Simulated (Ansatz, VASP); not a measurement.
## BN in VASP and in Ansatz

```xyz
2
Lattice="0.0000 1.8080 1.8080 1.8080 0.0000 1.8080 1.8080 1.8080 0.0000" Properties=species:S:1:pos:R:3 pbc="T T T"
B     0.0000    0.0000    0.0000
N     0.9040    0.9040    0.9040
```

Alike in both runs: task relaxation of cell and atoms; functional PBEsol; k mesh 10 × 10 × 10; occupations gaussian, width 0.02 eV; no spin polarisation.

```csv
,VASP,Ansatz
version,VASP 6.6.1,Ansatz 0.2.0
potentials or method,"VASP PAW PBE potentials, release 64 (B, N), cutoff 600 eV","scalar-relativistic, plane waves, PAW"
valence electrons in the cell,8,8
```

```tsv
	VASP	Ansatz	Ansatz less VASP
gap on the k mesh at the Fermi level, each at its own relaxed structure (eV)	4.28	4.29	+0.009
relaxed volume (Å³/atom)	5.86	5.86	-0.008
relaxed length of the cell vector where the two differ most in proportion (Å)	2.550	2.549	-0.0011
```

VASP's potentials were made for PBE, not for PBEsol, and Ansatz warns of the same on its side.
